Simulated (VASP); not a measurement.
# ZnS: elastic constants with PBE

The system is ZnS.

```
CELL_PARAMETERS angstrom
0.00000 2.72180 2.72180
2.72180 0.00000 2.72180
2.72180 2.72180 0.00000
ATOMIC_POSITIONS crystal
Zn 0.25000 0.25000 0.25000
S 0.00000 0.00000 0.00000
```

```json
{
  "Program": "VASP 6.6.1",
  "Task": "elastic constants",
  "Functional": "PBE",
  "Potentials or basis": "VASP PAW PBE potentials, release 64 (Zn, S)",
  "Cutoff": "600 eV",
  "k mesh": "10 × 10 × 10",
  "Occupations": "gaussian, width 0.01 eV",
  "Spin": "no spin polarisation",
  "Dipole correction": "no",
  "Ions in elastic constants": "relaxed",
  "Further INCAR settings": "ALGO = Normal; EDIFF = 1e-08; NBANDS = 16; IBRION = 6; POTIM = 0.015; NSW = 1; ISIF = 3"
}
```

```json
{"Elastic constants C11, C12, C44": "97, 56, 46 GPa", "Voigt bulk modulus": "70 GPa", "Highest phonon frequency at Γ, LO-TO splitting left out": "261 cm⁻¹"}
```

Phonon frequencies in cm⁻¹ (negative: imaginary):
```
              q point        frequencies
(0.000, 0.000, 0.000)  0 0 0 261 261 261
```

Elastic tensor in Voigt notation (GPa, in the Cartesian axes of the cell as first typed):
```
97 56 56  0  0  0
56 97 56  0  0  0
56 56 97  0  0  0
 0  0  0 46  0  0
 0  0  0  0 46  0
 0  0  0  0  0 46
```

Clamped-ion elastic tensor (GPa):
```
97 56 56  0  0  0
56 97 56  0  0  0
56 56 97  0  0  0
 0  0  0 64  0  0
 0  0  0  0 64  0
 0  0  0  0  0 64
```

Wall time 9.6 min on 1 thread of Intel(R) Xeon(R) 6975P-C (Granite Rapids) (shared host), peak memory 0.47 GiB.
